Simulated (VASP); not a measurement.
Here is a VASP 6.6.1 calculation.

The input INCAR:

```
  PREC = Accurate
  ENCUT = 520
  EDIFF = 1E-7
  ISMEAR = 0
  SIGMA = 0.02
  LREAL = F
  LASPH = T
  NELM = 80
  ALGO = Normal
  ISIF = 2
  LWAVE = F
  LCHARG = F
  GGA = PE
  NBANDS = 46
```

KPOINTS

```
Automatic mesh
0
Gamma
  4 4 4
```

The input POSCAR:

```
K2NaBCl6
1.0
    5.5945066008      0.0016014282      0.0006679139
    0.0872647082      5.5945301179      0.0004759815
    0.8446522146      0.8226863655      8.9571789010
K Na B Cl
2 1 1 6
Direct
    0.5730617724      0.5397645387      0.2888007242
    0.4586436810      0.4313875107      0.7168225101
    0.0246909364      0.9799492247      0.4997281069
    0.0776213317      0.9184442995      0.9991642305
    0.4036387814      0.9674496749      0.0028553872
    0.5202639552      0.9732866806      0.5156375400
    0.0204130153      0.5939718744      0.9955690539
    0.0338806734      0.4847472076      0.4836936695
    0.9133078677      0.0258423202      0.1710193944
    0.9744779854      0.0851566686      0.8267093833
```

Potentials or basis: VASP PAW PBE potentials, release 64 (K_sv, Na_pv, B, Cl).

Launch:

```sh
$ cat potpaw_PBE.64/K_sv/POTCAR potpaw_PBE.64/Na_pv/POTCAR potpaw_PBE.64/B/POTCAR potpaw_PBE.64/Cl/POTCAR > POTCAR
$ mpirun -np 1 vasp_std > vasp.out
```

Task: Predict the largest force.

Result: 0.050 eV/Å.

Task: Estimate the pressure.

Result: -0.1 GPa.

Task: What does it give for the band gap on the k mesh?

Result: 4.85 eV (least direct gap 4.93 eV).

Forces on the atoms (eV/Å):
```
K   -0.004  0.002 -0.009
K    0.003  0.002  0.000
Na  -0.001  0.001 -0.003
B    0.007 -0.005 -0.003
Cl  -0.045 -0.007 -0.005
Cl  -0.001 -0.001  0.006
Cl   0.007  0.044 -0.003
Cl   0.004 -0.002  0.005
Cl   0.017 -0.016 -0.032
Cl   0.012 -0.017  0.045
```

A k mesh can miss the band edges.
